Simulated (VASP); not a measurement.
# KCl in VASP: notebook, part 2 of 2

VASP 6.6.1.

### 4 Electric field gradients, PBEsol (volume scaled by 1.02)

File INCAR:

```
PREC     = Accurate       # precision mode
ENCUT    = 400            # plane-wave cutoff, eV
EDIFF    = 1E-8           # SCF threshold, eV
ISMEAR   = -1             # smearing method
SIGMA    = 0.02           # smearing width, eV
LREAL    = False          # projectors in reciprocal space
LASPH    = True           # aspherical terms in the spheres
NELM     = 120            # most SCF steps
ALGO     = Normal         # electronic algorithm
ISIF     = 2              # what is computed and relaxed
LWAVE    = False          # write WAVECAR
LCHARG   = False          # write CHGCAR
GGA      = PS             # functional
LEFG     = True         
NBANDS   = 15             # bands
GGA_COMPAT= False
```

File KPOINTS:

```
Automatic mesh
0
Gamma
  7 7 7
```

File POSCAR:

```
KCl
1.0
    3.6580669265      0.0000000000      0.0000000000
    0.0000000000      3.6580669265      0.0000000000
    0.0000000000      0.0000000000      3.6580669265
K Cl
1 1
Direct
    0.0000000000      0.0000000000      0.0000000000
    0.5000000000      0.5000000000      0.5000000000
```

Potentials or basis: VASP PAW PBE potentials, release 64 (K_sv, Cl).

The run is started by

```bash
$ cat potpaw_PBE.64/K_sv/POTCAR potpaw_PBE.64/Cl/POTCAR > POTCAR
$ mpirun -np 1 vasp_std > vasp.out
```

OUTCAR:

```text
PREC = Accurate
   ENCUT = 400
   EDIFF = 1E-8
   ISMEAR = -1
   LREAL = False
   LASPH = True
   NELM = 120
   ISIF = 2
   GGA = PS

 ion  position               nearest neighbor table
   1  0.000  0.000  0.000-   2 3.17   2 3.17   2 3.17   2 3.17   2 3.17   2 3.17   2 3.17   2 3.17

   2  0.500  0.500  0.500-   1 3.17   1 3.17   1 3.17   1 3.17   1 3.17   1 3.17   1 3.17   1 3.17

  LATTYP: Found a simple cubic cell.
 ALAT       =     3.6580669265

  Lattice vectors:

 A1 = (   3.6580669265,   0.0000000000,   0.0000000000)
 A2 = (   0.0000000000,   3.6580669265,   0.0000000000)
 A3 = (   0.0000000000,   0.0000000000,   3.6580669265)

Analysis of symmetry for initial positions (statically):
=====================================================================
 Subroutine PRICEL returns:
 Original cell was already a primitive cell.

[... 543 lines left out ...]
  energy-cutoff  :      400.00
  volume of cell :       48.95
      direct lattice vectors                 reciprocal lattice vectors
     3.658066927  0.000000000  0.000000000     0.273368427  0.000000000  0.000000000
     0.000000000  3.658066927  0.000000000     0.000000000  0.273368427  0.000000000
     0.000000000  0.000000000  3.658066927     0.000000000  0.000000000  0.273368427

 POSITION                                       TOTAL-FORCE (eV/Angst)
 -----------------------------------------------------------------------------------
      0.00000      0.00000      0.00000         0.000000      0.000000      0.000000
      1.82903      1.82903      1.82903         0.000000      0.000000      0.000000
 -----------------------------------------------------------------------------------
    total drift:                                0.000000      0.000000     -0.000000

  FREE ENERGIE OF THE ION-ELECTRON SYSTEM (eV)
  ---------------------------------------------------
  free  energy   TOTEN  =        -6.8981329588 eV

  energy  without entropy=       -6.8981329588  energy(sigma->0) =       -6.89813296

 Electric field gradients (V/A^2)
---------------------------------------------------------------------
 ion       V_xx      V_yy      V_zz      V_xy      V_xz      V_yz
---------------------------------------------------------------------
   1      -0.000    -0.000     0.000    -0.000    -0.000    -0.000
   2      -0.000    -0.000    -0.000    -0.000     0.000     0.000
---------------------------------------------------------------------

 Electric field gradients after diagonalization (V/A^2)
 (convention: |V_zz| > |V_xx| > |V_yy|)
----------------------------------------------------------------------
 ion       V_xx      V_yy      V_zz     asymmetry (V_yy - V_xx)/ V_zz
----------------------------------------------------------------------
   1      -0.000    -0.000     0.000       0.028
   2      -0.000    -0.000    -0.000      -0.047
----------------------------------------------------------------------

           NMR quadrupolar parameters

 Cq : quadrupolar parameter    Cq=e*Q*V_zz/h
 eta: asymmetry parameters     (V_yy - V_xx)/ V_zz
 Q  : nuclear electric quadrupole moment in mb (millibarn)
----------------------------------------------------------------------
 ion       Cq(MHz)       eta       Q (mb)
----------------------------------------------------------------------
   1       0.000       0.028       1.000
   2      -0.000      -0.047       1.000
----------------------------------------------------------------------
```

OSZICAR:

```text
N       E                     dE             d eps       ncg     rms          rms(c)
DAV:   1     0.838794753194E+02    0.83879E+02   -0.62195E+03   600   0.798E+02
DAV:   2    -0.305058826920E+01   -0.86930E+02   -0.81789E+02   783   0.222E+02
DAV:   3    -0.702499898646E+01   -0.39744E+01   -0.39607E+01   817   0.422E+01
DAV:   4    -0.714395342984E+01   -0.11895E+00   -0.11894E+00   877   0.720E+00
DAV:   5    -0.714581071641E+01   -0.18573E-02   -0.18573E-02   854   0.784E-01    0.350E+00
DAV:   6    -0.692576977765E+01    0.22004E+00   -0.21736E-01   726   0.326E+00    0.296E+00
DAV:   7    -0.689726869982E+01    0.28501E-01   -0.70406E-02   803   0.193E+00    0.170E+00
DAV:   8    -0.689803300077E+01   -0.76430E-03   -0.15272E-02   820   0.943E-01    0.223E-01
DAV:   9    -0.689798534313E+01    0.47658E-04   -0.55063E-04   768   0.159E-01    0.907E-02
DAV:  10    -0.689813532466E+01   -0.14998E-03   -0.19944E-04   678   0.114E-01    0.299E-02
DAV:  11    -0.689813192416E+01    0.34005E-05   -0.16515E-05   831   0.315E-02    0.123E-02
DAV:  12    -0.689813313901E+01   -0.12149E-05   -0.88476E-07   671   0.737E-03    0.240E-03
DAV:  13    -0.689813300220E+01    0.13681E-06   -0.70825E-08   782   0.197E-03    0.519E-04
DAV:  14    -0.689813293855E+01    0.63649E-07   -0.51676E-09   637   0.635E-04    0.923E-05
DAV:  15    -0.689813295644E+01   -0.17894E-07   -0.85093E-10   489   0.255E-04    0.821E-05
DAV:  16    -0.689813295877E+01   -0.23235E-08   -0.22674E-10   370   0.108E-04
   1 F= -.68981330E+01 E0= -.68981330E+01  d E =-.122935E-11
```

Wall time 9.7 s (1 thread of Intel Xeon Platinum 8259CL at 2.50GHz (Skylake/Cascade Lake), shared host); peak memory 0.13 GiB.

What came out:

```
Free energy            : -6.8981 eV
Pressure               : 1.8 GPa
Band gap on the k mesh : 5.29 eV, indirect (least direct gap 5.50 eV)
```

Caveat: without QUAD_EFG the Cq values of the log hold for a quadrupole moment of 1 mb, not for the nuclei; the PAW data sets were made with another functional, which shifts forces and pressure a little. A k mesh can miss the band edges.

### 5 Electric field gradients, PBEsol (volume scaled by 1.02)

File INCAR:

```
SYSTEM = KCl
  PREC = Accurate
  ENCUT = 400
  EDIFF = 1E-8
  ISMEAR = -1
  SIGMA = 0.02
  LREAL = .FALSE.
  LASPH = .TRUE.
  NELM = 120
  ALGO = Normal
  ISIF = 2
  LWAVE = .FALSE.
  LCHARG = .FALSE.
  GGA = PS
  LEFG = .TRUE.
  NBANDS = 15
  GGA_COMPAT = .FALSE.
```

File KPOINTS:

```
regular mesh
0
G
  7 7 7
  0 0 0
```

POSCAR is that of step 4.

Potentials or basis: VASP PAW PBE potentials, release 64 (K_sv, Cl).

The run is started by

```bash
$ cat potpaw_PBE.64/K_sv/POTCAR potpaw_PBE.64/Cl/POTCAR > POTCAR
$ mpirun -np 1 vasp_std > vasp.out
```

OUTCAR:

```text
SYSTEM = KCl
   PREC = Accurate
   ENCUT = 400
   EDIFF = 1E-8
   ISMEAR = -1
   LREAL = .FALSE.
   LASPH = .TRUE.
   NELM = 120
   ISIF = 2
   GGA = PS

 ion  position               nearest neighbor table
   1  0.000  0.000  0.000-   2 3.17   2 3.17   2 3.17   2 3.17   2 3.17   2 3.17   2 3.17   2 3.17

   2  0.500  0.500  0.500-   1 3.17   1 3.17   1 3.17   1 3.17   1 3.17   1 3.17   1 3.17   1 3.17

  LATTYP: Found a simple cubic cell.
 ALAT       =     3.6580669265

  Lattice vectors:

 A1 = (   3.6580669265,   0.0000000000,   0.0000000000)
 A2 = (   0.0000000000,   3.6580669265,   0.0000000000)
 A3 = (   0.0000000000,   0.0000000000,   3.6580669265)

Analysis of symmetry for initial positions (statically):
=====================================================================
 Subroutine PRICEL returns:
 Original cell was already a primitive cell.

 Routine SETGRP: Setting up the symmetry group for a
 simple cubic supercell.

 Subroutine GETGRP returns: Found 48 space group operations
 (whereof 48 operations were pure point group operations)
 out of a pool of 48 trial point group operations.

The static configuration has the point symmetry O_h .

Analysis of symmetry for dynamics (positions and initial velocities):
=====================================================================
 Subroutine PRICEL returns:
 Original cell was already a primitive cell.

 Routine SETGRP: Setting up the symmetry group for a
 simple cubic supercell.

 Subroutine GETGRP returns: Found 48 space group operations
 (whereof 48 operations were pure point group operations)
 out of a pool of 48 trial point group operations.

The dynamic configuration has the point symmetry O_h .

[... 497 lines left out ...]
      6      -1.7818      2.00000
      7      -1.7818      2.00000
      8      -1.7178      2.00000
      9       8.5001      0.00000
     10       8.8479      0.00000
     11       8.8479      0.00000
     12      10.3181      0.00000
     13      10.3860      0.00000
     14      10.3860      0.00000
     15      12.9927      0.00000

------------------------ aborting loop because EDIFF is reached ----------------------------------------

  FORCE on cell =-STRESS in cart. coord.  units (eV):
  Direction    XX          YY          ZZ          XY          YZ          ZX
  --------------------------------------------------------------------------------------
  -------------------------------------------------------------------------------------
  Total        0.5386863      0.5386863      0.5386863      0.0000000      0.0000000      0.0000000
  in kB       17.6315945     17.6315945     17.6315945      0.0000000      0.0000000      0.0000000
  external PRESSURE =      17.6315945 kB  Pullay stress =       0.0000000 kB

 VOLUME and BASIS-vectors are now :
 -----------------------------------------------------------------------------
  energy-cutoff  :      400.00
  volume of cell :       48.95
      direct lattice vectors                 reciprocal lattice vectors
     3.658066927  0.000000000  0.000000000     0.273368427  0.000000000  0.000000000
     0.000000000  3.658066927  0.000000000     0.000000000  0.273368427  0.000000000
     0.000000000  0.000000000  3.658066927     0.000000000  0.000000000  0.273368427

 POSITION                                       TOTAL-FORCE (eV/Angst)
 -----------------------------------------------------------------------------------
      0.00000      0.00000      0.00000         0.000000      0.000000      0.000000
      1.82903      1.82903      1.82903         0.000000      0.000000      0.000000
 -----------------------------------------------------------------------------------
    total drift:                                0.000000      0.000000     -0.000000

  FREE ENERGIE OF THE ION-ELECTRON SYSTEM (eV)
  ---------------------------------------------------
  free  energy   TOTEN  =        -6.8981329588 eV

  energy  without entropy=       -6.8981329588  energy(sigma->0) =       -6.89813296

 Electric field gradients (V/A^2)
---------------------------------------------------------------------
 ion       V_xx      V_yy      V_zz      V_xy      V_xz      V_yz
---------------------------------------------------------------------
   1      -0.000    -0.000     0.000    -0.000    -0.000    -0.000
   2      -0.000    -0.000    -0.000    -0.000     0.000     0.000
---------------------------------------------------------------------

 Electric field gradients after diagonalization (V/A^2)
 (convention: |V_zz| > |V_xx| > |V_yy|)
----------------------------------------------------------------------
 ion       V_xx      V_yy      V_zz     asymmetry (V_yy - V_xx)/ V_zz
----------------------------------------------------------------------
   1      -0.000    -0.000     0.000       0.028
   2      -0.000    -0.000    -0.000      -0.047
----------------------------------------------------------------------

           NMR quadrupolar parameters

 Cq : quadrupolar parameter    Cq=e*Q*V_zz/h
 eta: asymmetry parameters     (V_yy - V_xx)/ V_zz
 Q  : nuclear electric quadrupole moment in mb (millibarn)
----------------------------------------------------------------------
 ion       Cq(MHz)       eta       Q (mb)
----------------------------------------------------------------------
   1       0.000       0.028       1.000
   2      -0.000      -0.047       1.000
----------------------------------------------------------------------
```

OSZICAR:

```text
N       E                     dE             d eps       ncg     rms          rms(c)
DAV:   1     0.838794753194E+02    0.83879E+02   -0.62195E+03   600   0.798E+02
DAV:   2    -0.305058826920E+01   -0.86930E+02   -0.81789E+02   783   0.222E+02
DAV:   3    -0.702499898646E+01   -0.39744E+01   -0.39607E+01   817   0.422E+01
DAV:   4    -0.714395342984E+01   -0.11895E+00   -0.11894E+00   877   0.720E+00
DAV:   5    -0.714581071641E+01   -0.18573E-02   -0.18573E-02   854   0.784E-01    0.350E+00
DAV:   6    -0.692576977765E+01    0.22004E+00   -0.21736E-01   726   0.326E+00    0.296E+00
DAV:   7    -0.689726869982E+01    0.28501E-01   -0.70406E-02   803   0.193E+00    0.170E+00
DAV:   8    -0.689803300077E+01   -0.76430E-03   -0.15272E-02   820   0.943E-01    0.223E-01
DAV:   9    -0.689798534313E+01    0.47658E-04   -0.55063E-04   768   0.159E-01    0.907E-02
DAV:  10    -0.689813532466E+01   -0.14998E-03   -0.19944E-04   678   0.114E-01    0.299E-02
DAV:  11    -0.689813192416E+01    0.34005E-05   -0.16515E-05   831   0.315E-02    0.123E-02
DAV:  12    -0.689813313901E+01   -0.12149E-05   -0.88476E-07   671   0.737E-03    0.240E-03
DAV:  13    -0.689813300220E+01    0.13681E-06   -0.70825E-08   782   0.197E-03    0.519E-04
DAV:  14    -0.689813293855E+01    0.63649E-07   -0.51676E-09   637   0.635E-04    0.923E-05
DAV:  15    -0.689813295644E+01   -0.17894E-07   -0.85093E-10   489   0.255E-04    0.821E-05
DAV:  16    -0.689813295877E+01   -0.23235E-08   -0.22674E-10   370   0.108E-04
   1 F= -.68981330E+01 E0= -.68981330E+01  d E =-.122935E-11
```

stdout:

```text
POSCAR found type information on POSCAR K Cl
 POSCAR found :  2 types and       2 ions
 scaLAPACK will be used
 -----------------------------------------------------------------------------
|                                                                             |
|                                                                             |
|     You enforced a specific xc type in the INCAR file but a different       |
|     I HOPE YOU KNOW WHAT YOU ARE DOING!                                     |
|                                                                             |
 -----------------------------------------------------------------------------

 LDA part: xc-table for (Slater+PW92), standard interpolation
 POSCAR, INCAR and KPOINTS ok, starting setup
 FFT: planning ... GRIDC
 FFT: planning ... GRID_SOFT
 FFT: planning ... GRID
 WAVECAR not read
 entering main loop
ion   1

ion   2
```

Wall time 12 s (1 thread of Intel Xeon Platinum 8259CL at 2.50GHz (Skylake/Cascade Lake), shared host); peak memory 0.14 GiB.

What came out:

```yaml
Free_energy: -6.8981 eV
Pressure: 1.8 GPa
Band_gap_on_the_k_mesh: 5.29 eV, indirect (least direct gap 5.50 eV)
```

Levels at points of the mesh, in eV from the valence-band top:
```tsv
k point	band 6	band 7	band 8	band 9	band 10	band 11
(0.00, 0.00, 0.00)	-0.20	-0.20	-0.20	5.29	6.28	6.28
```

Caveat: without QUAD_EFG the Cq values of the log hold for a quadrupole moment of 1 mb, not for the nuclei; the PAW data sets were made with another functional, which shifts forces and pressure a little. A k mesh can miss the band edges.

### 6 Summary

| cell | cutoff (eV) | gap on the mesh (eV) | pressure (GPa) |
| --- | --- | --- | --- |
| a = 3.634 Å, angles 88.8°, 2 atoms | 520 | 5.40 | 2.4 |
| a = 3.622 Å, 2 atoms | 400 | 5.45 | 2.7 |
| a = 3.658 Å, 2 atoms | 400 | 5.29 | 1.8 |

Alike in all rows: task electric field gradients; level PBEsol; potentials or basis VASP PAW PBE potentials, release 64 (K_sv, Cl); no spin polarisation; k mesh 7 × 7 × 7; smearing fermi-dirac 0.02 eV.

Caveats: the PAW data sets were made with another functional, which shifts forces and pressure a little.

Absolute energies hang on the potentials; compare differences alone.
